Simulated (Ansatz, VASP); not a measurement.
## MnO in VASP and in Ansatz

File INCAR:

```
SYSTEM = MnO
PREC = Accurate
ENCUT = 700
EDIFF = 1E-6
ISMEAR = 0
SIGMA = 0.05
LREAL = .False.
LASPH = .True.
NELM = 120
ALGO = Normal
ISIF = 2
LWAVE = .False.
LCHARG = .False.
GGA = PE
NBANDS = 18
GGA_COMPAT = .False.
```

The input KPOINTS:

```
Automatic mesh
0
Gamma
  14 14 14
  0 0 0
```

POSCAR

```
MnO
1.0
    0.0000000000      2.0373341943      2.0373341943
    2.0373341943      0.0000000000      2.0373341943
    2.0373341943      2.0373341943      0.0000000000
Mn O
1 1
Direct
    0.0000000000      0.0000000000      0.0000000000
    0.5000000000      0.5000000000      0.5000000000
```

Input for Ansatz:

```yaml
crystal:
  lattice:
    - [0.0, 2.0373341943, 2.0373341943]
    - [2.0373341943, 0.0, 2.0373341943]
    - [2.0373341943, 2.0373341943, 0.0]
  atoms:
    - { symbol: Mn, position: [0.0, 0.0, 0.0] }
    - { symbol: O, position: [0.5, 0.5, 0.5] }
basis:
  ecutwfc: 420
  ecutrho_ratio: 4
kpoints:
  mp_grid: { grid: [14, 14, 14] }
hamiltonian:
  xc: pbe
scf:
  occupations: { method: gaussian, width: 0.05 }
output:
  forces: true
  stress: true
  eigenvalues: true
```

Alike in both runs: task single point; functional PBE; k mesh 14 × 14 × 14; occupations gaussian, width 0.05 eV; no spin polarisation.

|  | VASP | Ansatz |
| --- | --- | --- |
| version | VASP 6.6.1 | Ansatz 0.2.0 |
| potentials or method | VASP PAW PBE potentials, release 64 (Mn_sv, O), cutoff 700 eV | scalar-relativistic, plane waves, PAW |
| valence electrons in the cell | 21 | 21 |

|  | VASP | Ansatz | Ansatz less VASP |
| --- | --- | --- | --- |
| gap on the k mesh at the Fermi level (eV) | none | none | - |
| pressure (GPa) | 4.3 | 5.2 | +0.90 |

A gap of «none» marks a metal or a gap that the smearing closes. With one functional, cell and mesh, what is left measures potentials, basis and numerics.
